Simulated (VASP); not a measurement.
A run of VASP 6.6.1 is set up as follows.

INCAR

```
SYSTEM = ZnS
PREC = Accurate
ENCUT = 520
EDIFF = 1E-6
ISMEAR = 0
SIGMA = 0.01
LREAL = .False.
LASPH = .True.
NELM = 80
ALGO = Normal
ISIF = 2
LWAVE = .False.
LCHARG = .True.
GGA = PE
LELF = .True.
LVHAR = .True.
NBANDS = 16
```

File KPOINTS:

```
regular mesh
0
Gamma
  10 10 10
  0 0 0
```

The input POSCAR:

```
ZnS
1.0
    0.0000000000      2.6756617819      2.6756617819
    2.6756617819      0.0000000000      2.6756617819
    2.6756617819      2.6756617819      0.0000000000
Zn S
1 1
Direct
    0.0000000000      0.0000000000      0.0000000000
    0.7500000000      0.7500000000      0.7500000000
```

Potentials or basis: VASP PAW PBE potentials, release 64 (Zn, S).

Launch:

```bash
$ cat potpaw_PBE.64/Zn/POTCAR potpaw_PBE.64/S/POTCAR > POTCAR
$ mpirun -np 1 vasp_std > vasp.out
```

(1) Predict the band gap on the k mesh.

(2) Estimate the pressure.

Answers

(1) 2.24 eV, direct.

(2) 4.2 GPa.
